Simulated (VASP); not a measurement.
Write the native input for VASP 6.6.1 that does the following.

```yaml
Task: relaxation of cell and atoms
Functional: PBE
Potentials_or_basis: VASP PAW PBE potentials, release 64 (Y_sv)
Cutoff: 500 eV
k_mesh: 7 × 7 × 7
Occupations: methfessel-paxton, width 0.1 eV
Spin: no spin polarisation
Target_pressure: 15 GPa
Dipole_correction: no
Further_INCAR_settings: ALGO = Normal; EDIFF = 1e-07; IBRION = 2; EDIFFG = -0.02; NSW = 80; ISIF = 3
```

The structure of Y lies in POSCAR:

```
Y
1.0
   -2.0200000000      2.0200000000      2.0200000000
    2.0200000000     -2.0200000000      2.0200000000
    2.0200000000      2.0200000000     -2.0200000000
Y
1
Direct
    0.0000000000      0.0000000000      0.0000000000
```

This isn't the form of Y at room conditions, which is hcp.

The input as run:

INCAR

```
PREC = Accurate
ENCUT = 500
EDIFF = 1E-7
ISMEAR = 1
SIGMA = 0.1
LREAL = False
LASPH = True
NELM = 120
ALGO = Normal
ISIF = 3
LWAVE = False
LCHARG = False
GGA = PE
IBRION = 2
NSW = 80
EDIFFG = -0.02
PSTRESS = 150.0
GGA_COMPAT = False
NELMIN = 4
```

KPOINTS

```
Automatic mesh
0
Gamma
  7 7 7
```

Potentials or basis: VASP PAW PBE potentials, release 64 (Y_sv).

The run is started by

```bash
$ cat potpaw_PBE.64/Y_sv/POTCAR > POTCAR
$ mpirun -np 1 vasp_std > vasp.out
```

Results of the run:

The relaxed volume is 25.10 Å³/atom, the relaxed cell is a = 3.195 Å, b = 3.195 Å, c = 3.195 Å, α = 109.47°, β = 109.47°, γ = 109.47° and the space group after relaxing (to 0.1 Å) is Im-3m (No. 229). The energy change on relaxing (the run minimises the enthalpy) is +303.2 meV/atom. The ionic steps are 4. The pressure after relaxing is 14.9 GPa. The band gap on the k mesh is zero (an odd number of electrons rules out a gap without spin polarisation).

Caveat: the cell is relaxed towards a set pressure, so the run minimises the enthalpy, not the energy; the volume moved by over 15 % at a fixed basis, so the end points are rough.

It took 22 s on 1 thread of Intel(R) Xeon(R) 6975P-C (Granite Rapids), with other jobs on the host, peak memory 0.18 GiB.
